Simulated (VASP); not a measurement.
# Rb in VASP: single point with PBEsol

Aim: the single point of Rb with PBEsol.

Everything below comes from runs of VASP 6.6.1. Logs are shortened: lines on timing, memory, paths and dates and some standing lists are left out, and cuts for length are marked.

**1. The cell of the first run**

The cell holds a sublattice, 6 atoms: a = 6.381 Å, b = 6.381 Å, c = 9.428 Å, α = 90.00°, β = 90.00°, γ = 90.00°.

**2. Single point, PBEsol**

INCAR reads:

```
SYSTEM = Rb
PREC = Accurate
ENCUT = 400
EDIFF = 1E-6
ISMEAR = 0
SIGMA = 0.1
LREAL = .False.
LASPH = .True.
NELM = 120
ALGO = Normal
ISIF = 2
LWAVE = .False.
LCHARG = .True.
GGA = PS
LELF = .True.
LVHAR = .True.
NBANDS = 36
GGA_COMPAT = .False.
```

KPOINTS reads:

```
regular mesh
0
Gamma
  4 4 4
  0 0 0
```

POSCAR reads:

```
Rb
1.0
    6.3807563900      0.0000000000      0.0000000000
    0.0000000000      6.3807563900      0.0000000000
    0.0000000000      0.0000000000      9.4275858600
Rb
6
Direct
    0.0000000000      0.5000000000      0.2500000000
    0.0000000000      0.5000000000      0.7500000000
    0.5000000000      0.0000000000      0.2500000000
    0.5000000000      0.0000000000      0.7500000000
    0.0000000000      0.0000000000      0.5000000000
    0.5000000000      0.5000000000      0.0000000000
```

Potentials or basis: VASP PAW PBE potentials, release 64 (Rb_sv).

Command:

```bash
cat potpaw_PBE.64/Rb_sv/POTCAR > POTCAR
mpirun -np 1 vasp_std > vasp.out
```

OUTCAR:

```text
SYSTEM = Rb
   PREC = Accurate
   ENCUT = 400
   EDIFF = 1E-6
   ISMEAR = 0
   LREAL = .False.
   LASPH = .True.
   NELM = 120
   ISIF = 2
   GGA = PS

 ion  position               nearest neighbor table
   1  0.000  0.500  0.250-   5 3.97   6 3.97   5 3.97   6 3.97   3 4.51   3 4.51   3 4.51   3 4.51
                             2 4.71   2 4.71
   2  0.000  0.500  0.750-   5 3.97   6 3.97   5 3.97   6 3.97   4 4.51   4 4.51   4 4.51   4 4.51
                             1 4.71   1 4.71
   3  0.500  0.000  0.250-   5 3.97   6 3.97   6 3.97   5 3.97   1 4.51   1 4.51   1 4.51   1 4.51
                             4 4.71   4 4.71
   4  0.500  0.000  0.750-   5 3.97   6 3.97   6 3.97   5 3.97   2 4.51   2 4.51   2 4.51   2 4.51
                             3 4.71   3 4.71
   5  0.000  0.000  0.500-   1 3.97   2 3.97   3 3.97   4 3.97   1 3.97   2 3.97   3 3.97   4 3.97

   6  0.500  0.500  0.000-   1 3.97   2 3.97   3 3.97   4 3.97   3 3.97   4 3.97   1 3.97   2 3.97

  LATTYP: Found a simple tetragonal cell.
 ALAT       =     6.3807563900
 C/A-ratio  =     1.4775028670

  Lattice vectors:

 A1 = (   6.3807563900,   0.0000000000,   0.0000000000)
 A2 = (   0.0000000000,   6.3807563900,   0.0000000000)
 A3 = (   0.0000000000,   0.0000000000,   9.4275858600)

Analysis of symmetry for initial positions (statically):
=====================================================================
 Subroutine PRICEL returns following result:

  LATTYP: Found a body centered tetragonal cell.
 ALAT       =     6.3807563900
 C/A-ratio  =     1.4775028670

  Lattice vectors:

 A1 = (   3.1903781950,  -3.1903781950,  -4.7137929300)
 A2 = (  -3.1903781950,   3.1903781950,  -4.7137929300)
 A3 = (   3.1903781950,   3.1903781950,   4.7137929300)

   2 primitive cells build up your supercell.

 Routine SETGRP: Setting up the symmetry group for a
 simple tetragonal supercell.

 Subroutine GETGRP returns: Found 16 space group operations
 (whereof 16 operations were pure point group operations)
 out of a pool of 16 trial point group operations.

The static configuration has the point symmetry D_4h.

Analysis of symmetry for dynamics (positions and initial velocities):
=====================================================================
 Subroutine PRICEL returns following result:

  LATTYP: Found a body centered tetragonal cell.
 ALAT       =     6.3807563900
 C/A-ratio  =     1.4775028670

  Lattice vectors:

 A1 = (   3.1903781950,  -3.1903781950,  -4.7137929300)
 A2 = (  -3.1903781950,   3.1903781950,  -4.7137929300)
 A3 = (   3.1903781950,   3.1903781950,   4.7137929300)

   2 primitive cells build up your supercell.

 Routine SETGRP: Setting up the symmetry group for a
 simple tetragonal supercell.

 Subroutine GETGRP returns: Found 16 space group operations
 (whereof 16 operations were pure point group operations)
 out of a pool of 16 trial point group operations.

The dynamic configuration has the point symmetry D_4h.

 Subroutine INISYM returns: Found 16 space group operations
 (whereof 16 operations are pure point group operations),
 and found     2 'primitive' translations

----------------------------------------------------------------------------------------

                                     Primitive cell

  volume of cell :     191.9176

  direct lattice vectors                    reciprocal lattice vectors
     3.190378195 -3.190378195 -4.713792930     0.156721232  0.000000000 -0.106071694
    -3.190378195  3.190378195 -4.713792930     0.000000000  0.156721232 -0.106071694
     3.190378195  3.190378195  4.713792930     0.156721232  0.156721232  0.000000000

  length of vectors
     6.525095389  6.525095389  6.525095389     0.189242566  0.189242566  0.221637291

  position of ions in fractional coordinates (direct lattice)
     0.750000000  0.250000000  0.500000000
     0.250000000  0.750000000  0.500000000
     0.500000000  0.500000000  0.000000000

  ion indices of the primitive-cell ions
   primitive index   ion index
                 1           1
                 2           2
                 3           5

----------------------------------------------------------------------------------------

 KPOINTS: regular mesh

Automatic generation of k-mesh.
 Grid dimensions read from file:
 generate k-points for:    4    4    4

 Generating k-lattice:

  Cartesian coordinates                     Fractional coordinates (reciprocal lattice)
     0.039180308  0.000000000  0.000000000     0.250000000  0.000000000  0.000000000
     0.000000000  0.039180308  0.000000000     0.000000000  0.250000000  0.000000000
     0.000000000  0.000000000  0.026517923     0.000000000  0.000000000  0.250000000

  Length of vectors
     0.039180308  0.039180308  0.026517923

  Shift w.r.t. Gamma in fractional coordinates (k-lattice)
     0.000000000  0.000000000  0.000000000

 Subroutine IBZKPT returns following result:
 ===========================================

 Found     18 irreducible k-points:

 Following reciprocal coordinates:
            Coordinates               Weight
  0.000000  0.000000  0.000000      1.000000
  0.250000  0.000000  0.000000      4.000000
  0.500000  0.000000  0.000000      2.000000
  0.250000  0.250000  0.000000      4.000000
  0.500000  0.250000  0.000000      4.000000
  0.500000  0.500000  0.000000      1.000000
[... 10 lines left out ...]
  0.500000  0.250000  0.500000      4.000000
  0.500000  0.500000  0.500000      1.000000
   k-points           NKPTS =     18   k-points in BZ     NKDIM =     18   number of bands    NBANDS=     36
   number of dos      NEDOS =    301   number of ions     NIONS =      6
   total plane-waves  NPLWV = 112896
   dimension x,y,z NGX =    42 NGY =   42 NGZ =   64
   dimension x,y,z NGXF=    84 NGYF=   84 NGZF=  128
   ions per type =               6
   NGX,Y,Z   is equivalent  to a cutoff of  10.94, 10.94, 11.29 a.u.
   NGXF,Y,Z  is equivalent  to a cutoff of  21.89, 21.89, 22.57 a.u.
 SYSTEM =  Rb
   PREC   = accura    normal or accurate (medium, high low for compatibility)
   ISTART =      0    job   : 0-new  1-cont  2-samecut
   ICHARG =      2    charge: 1-file 2-atom 10-const
   ISPIN  =      1    spin polarized calculation?
   LNONCOLLINEAR =      F non collinear calculations
   LSORBIT =      F    spin-orbit coupling
   LASPH  =      T    aspherical Exc in radial PAW
   ENCUT  =  400.0 eV  29.40 Ry    5.42 a.u.  10.41 10.41 15.37*2*pi/ulx,y,z
   NELM   =    120;   NELMIN=  2; NELMDL= -5     # of ELM steps
   EDIFF  = 0.1E-05   stopping-criterion for ELM
   LREAL  =      F    real-space projection
   EDIFFG = 0.1E-04   stopping-criterion for IOM
   NSW    =      0    number of steps for IOM
   IBRION =     -1    ionic relax: 0-MD 1-quasi-New 2-CG
   NFREE  =      0    steps in history (QN), initial steepest desc. (CG)
   ISIF   =      2    stress and relaxation
   ISYM   =      2    0-nonsym 1-usesym 2-fastsym
   POTIM  = 0.5000    time-step for ionic-motion
   TEBEG  =    0.0;   TEEND  =   0.0 temperature during run
   PSTRESS=    0.0 pullay stress
   NELECT =      54.0000    total number of electrons
   NUPDOWN=      -1.0000    fix difference up-down
   EMIN   =  10.00;   EMAX   =-10.00  energy-range for DOS
   EFERMI =   0.00;   METHOD = LEGACY
   ISMEAR =     0;   SIGMA  =   0.10  broadening in eV -4-tet -1-fermi 0-gaus
   EFERMI_NEDOS =   21; number of points for ismear=-14 and -15
   IALGO  =     38    algorithm
   IMIX   =      4    mixing-type and parameters
     AMIX     =   0.40;   BMIX     =  1.00
     AMIX_MAG =   1.60;   BMIX_MAG =  1.00
  volume/ion in A,a.u.               =      63.97       431.71
  Fermi-wavevector in a.u.,A,eV,Ry     =   0.851447  1.609002  9.863715  0.724963
  Thomas-Fermi vector in A             =   1.967582
   LORBIT       =      0    0 simple, 1 ext, 2 COOP (PROOUT), +10 PAW based schemes
   GGA     = PS    functional components
   LHFCALC =     F    Hartree Fock is set to
   AEXX    =    0.0000 exact exchange contribution
   IVDW    =     0    specifies the selected vdW correction
   LEPSILON=     F    determine dielectric tensor
   LRPA    =     F    only Hartree local field effects (RPA)
 non-spin polarized calculation
 Gauss-broadening in eV      SIGMA  =   0.10
  energy-cutoff  :      400.00
  volume of cell :      383.84
 maximum number of plane-waves:      7011
 NGX is ok and might be reduce to    42
   NGX = 21   NGY = 21   NGZ = 31

 number of electron      54.0000003 magnetization

 Free energy of the ion-electron system (eV)
  ---------------------------------------------------
  ext. energy  EPLUGINS =         0.00000000
  ---------------------------------------------------
  free energy    TOTEN  =        -4.25342237 eV

  energy without entropy =       -4.22728546  energy(sigma->0) =       -4.24035392

 E-fermi :   0.9307     XC(G=0):  -6.4651

 val. band max:        0.8976477171   @ k =   0.2500   0.2500   0.0000
 cond. band min:       0.9431211102   @ k =   0.2500   0.2500   0.0000
 fundamental gap:      0.0454733931
 Fermi energy:         0.9306594397

 k-point     1 :       0.0000    0.0000    0.0000
  band No.  band energies     occupation
      1     -28.3258      2.00000
      2     -28.3200      2.00000
      3     -28.0247      2.00000
      4     -28.0221      2.00000
      5     -28.0155      2.00000
      6     -28.0120      2.00000
[... 28 lines left out ...]
     35       2.8996      0.00000
     36       2.8997      0.00000

 k-point     2 :       0.2500    0.0000    0.0000
  band No.  band energies     occupation
      1     -28.3242      2.00000
      2     -28.3201      2.00000
      3     -28.0229      2.00000
      4     -28.0219      2.00000
      5     -28.0173      2.00000
      6     -28.0139      2.00000
[... 28 lines left out ...]
     35       2.8387      0.00000
     36       2.9234      0.00000

 k-point     3 :       0.5000    0.0000    0.0000
  band No.  band energies     occupation
      1     -28.3214      2.00000
      2     -28.3214      2.00000
      3     -28.0204      2.00000
      4     -28.0204      2.00000
      5     -28.0183      2.00000
      6     -28.0183      2.00000
[... 28 lines left out ...]
     35       3.0165      0.00000
     36       3.0167      0.00000

 k-point     4 :       0.2500    0.2500    0.0000
  band No.  band energies     occupation
      1     -28.3229      2.00000
      2     -28.3200      2.00000
      3     -28.0220      2.00000
      4     -28.0215      2.00000
      5     -28.0187      2.00000
      6     -28.0152      2.00000
[... 28 lines left out ...]
     35       2.6517      0.00000
     36       2.8976      0.00000

 k-point     5 :       0.5000    0.2500    0.0000
  band No.  band energies     occupation
      1     -28.3207      2.00000
      2     -28.3207      2.00000
      3     -28.0212      2.00000
      4     -28.0212      2.00000
      5     -28.0183      2.00000
      6     -28.0183      2.00000
[... 421 lines left out ...]
 k-point    16 :       0.2500    0.2500    0.5000
  band No.  band energies     occupation
      1     -28.3214      2.00000
      2     -28.3214      2.00000
      3     -28.0218      2.00000
      4     -28.0218      2.00000
      5     -28.0169      2.00000
      6     -28.0169      2.00000
[... 28 lines left out ...]
     35       3.0256      0.00000
     36       3.0426      0.00000

 k-point    17 :       0.5000    0.2500    0.5000
  band No.  band energies     occupation
      1     -28.3207      2.00000
      2     -28.3207      2.00000
      3     -28.0201      2.00000
      4     -28.0201      2.00000
      5     -28.0193      2.00000
      6     -28.0193      2.00000
[... 28 lines left out ...]
     35       2.9582      0.00000
     36       2.9582      0.00000

 k-point    18 :       0.5000    0.5000    0.5000
  band No.  band energies     occupation
      1     -28.3199      2.00000
      2     -28.3199      2.00000
      3     -28.0201      2.00000
      4     -28.0201      2.00000
      5     -28.0201      2.00000
      6     -28.0201      2.00000
[... 28 lines left out ...]
     35       2.9970      0.00000
     36       2.9970      0.00000

------------------------ aborting loop because EDIFF is reached ----------------------------------------

  FORCE on cell =-STRESS in cart. coord.  units (eV):
  Direction    XX          YY          ZZ          XY          YZ          ZX
  --------------------------------------------------------------------------------------
  -------------------------------------------------------------------------------------
  Total        5.1431871      5.1431871      5.5569290      0.0000000     -0.0000000      0.0000000
  in kB       21.4683210     21.4683210     23.1953328      0.0000000     -0.0000000      0.0000000
  external PRESSURE =      22.0439916 kB  Pullay stress =       0.0000000 kB

 VOLUME and BASIS-vectors are now :
 -----------------------------------------------------------------------------
  energy-cutoff  :      400.00
  volume of cell :      383.84
      direct lattice vectors                 reciprocal lattice vectors
     6.380756390  0.000000000  0.000000000     0.156721232  0.000000000  0.000000000
     0.000000000  6.380756390  0.000000000     0.000000000  0.156721232  0.000000000
     0.000000000  0.000000000  9.427585860     0.000000000  0.000000000  0.106071694

 POSITION                                       TOTAL-FORCE (eV/Angst)
 -----------------------------------------------------------------------------------
      0.00000      3.19038      2.35690        -0.000000      0.000000     -0.000000
      0.00000      3.19038      7.07069         0.000000      0.000000      0.000000
      3.19038      0.00000      2.35690        -0.000000      0.000000      0.000000
      3.19038      0.00000      7.07069         0.000000      0.000000     -0.000000
      0.00000      0.00000      4.71379         0.000000     -0.000000      0.000000
      3.19038      3.19038      0.00000        -0.000000     -0.000000      0.000000
 -----------------------------------------------------------------------------------
    total drift:                                0.000000     -0.000000     -0.000000

  FREE ENERGIE OF THE ION-ELECTRON SYSTEM (eV)
  ---------------------------------------------------
  free  energy   TOTEN  =        -4.2534223709 eV

  energy  without entropy=       -4.2272854614  energy(sigma->0) =       -4.24035392
```

It took 2.4 min on 1 thread of AMD EPYC 7R43 (Zen 3), shared host; peak memory 0.33 GiB.

Results:

- Free energy: -4.2534 eV
- Pressure: 2.2 GPa
- Band gap on the k mesh: zero (bands 27 and 28 overlap by 1.18 eV)

Levels at points of the mesh, in eV from the Fermi level:
```
           k point  band 24  band 25  band 26  band 27  band 28  band 29  band 30  band 31
(0.00, 0.00, 0.00)   -12.96    -2.49    -0.60    -0.30     0.26     0.54     1.10     1.28
(0.50, 0.00, 0.00)   -12.97    -1.31    -1.31     0.33     0.33     0.41     0.41     1.26
(0.50, 0.50, 0.00)   -12.98    -0.42    -0.42    -0.16    -0.16     0.28     0.28     0.45
(0.00, 0.00, 0.50)   -12.97    -1.91    -1.91     0.56     0.56     1.13     1.13     1.21
(0.50, 0.00, 0.50)   -12.97    -0.99    -0.99    -0.61    -0.61     1.20     1.20     1.36
(0.50, 0.50, 0.50)   -13.00    -0.03    -0.03    -0.03    -0.03     0.03     0.03     0.07
```

Caveat: the PAW data sets were made with another functional, which shifts forces and pressure a little.
